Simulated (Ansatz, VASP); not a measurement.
**B3N2 in VASP and in Ansatz**

```
B N
1.0
     3.33616    0.00000    0.00000
    -1.66808    2.88920    0.00000
     0.00000    0.00000    9.20188
B N
3 2
Cartesian
  1.6681 0.0000 0.0000
  -0.8340 1.4446 0.0000
  0.8340 1.4446 0.0000
  0.0000 0.0000 4.0500
  0.0000 0.0000 5.1519
```

Alike in both runs: functional PBE; k mesh 12 × 12 × 6; occupations gaussian, width 0.1 eV; no spin polarisation.

Ansatz relaxed the structure, and its values are those at the end. VASP's run is a single point on that final structure, the one shown.

|  | VASP | Ansatz |
| --- | --- | --- |
| version | VASP 6.6.1 | Ansatz 0.2.0 |
| potentials or method | VASP PAW PBE potentials, release 64 (B, N), cutoff 520 eV | scalar-relativistic, plane waves, PAW |
| valence electrons in the cell | 19 | 19 |

|  | VASP | Ansatz | Ansatz less VASP |
| --- | --- | --- | --- |
| gap on the k mesh at the Fermi level (eV) | none | none | - |
| pressure (GPa) | 1.0 | 0.0 | -1.03 |
| rms of the force components (eV/Å) | 0.642 | 0.002 | -0.6401 |

A gap of «none» marks a metal or a gap that the smearing closes. The functional is the same, so the differences come from potentials, cutoffs and numerics.

Noted on VASP's run: the standard files for N, O and F lose accuracy on very short bonds.
